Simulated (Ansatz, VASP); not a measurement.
**C4F: VASP beside Ansatz**

```
C F
1.0
     3.93051   -2.72075    0.00000
     3.93051    2.72075    0.00000
     0.00000    0.00000    2.37102
C F
4 1
Direct
  0.82139 0.17861 0.50000
  0.10159 0.10159 0.00000
  0.89841 0.89841 0.00000
  0.17861 0.82139 0.50000
  0.50000 0.50000 0.50000
```

Change from the starting cell: species swapped into the FeCl4 type (Cmmm, No. 65).

Alike in both runs: functional PBE; dispersion D3(BJ); k mesh 4 × 4 × 6; occupations gaussian, width 0.1 eV; no spin polarisation.

Ansatz relaxed the structure, and its values are those at the end. VASP's run is a single point on that final structure, the one shown.

|  | VASP | Ansatz |
| --- | --- | --- |
| version | VASP 6.6.1 | Ansatz 0.2.0 |
| potentials or method | VASP PAW PBE potentials, release 64 (C, F), cutoff 520 eV | scalar-relativistic, plane waves, PAW |
| valence electrons in the cell | 23 | 23 |

Ansatz gave:

```
gap on the k mesh at the Fermi level (eV) : none
pressure (GPa)                            : 0.1
rms of the force components (eV/Å)        : 0.003
```

**Question.** What did VASP give for the same quantities?

**Answer.** gap on the k mesh at the Fermi level (eV): none; pressure (GPa): 0.2; rms of the force components (eV/Å): 0.032.

A gap of «none» marks a metal or a gap that the smearing closes. Ansatz's warnings: dispersion switch in reach.

The k mesh is coarse, so the values compare programs but aren't converged.
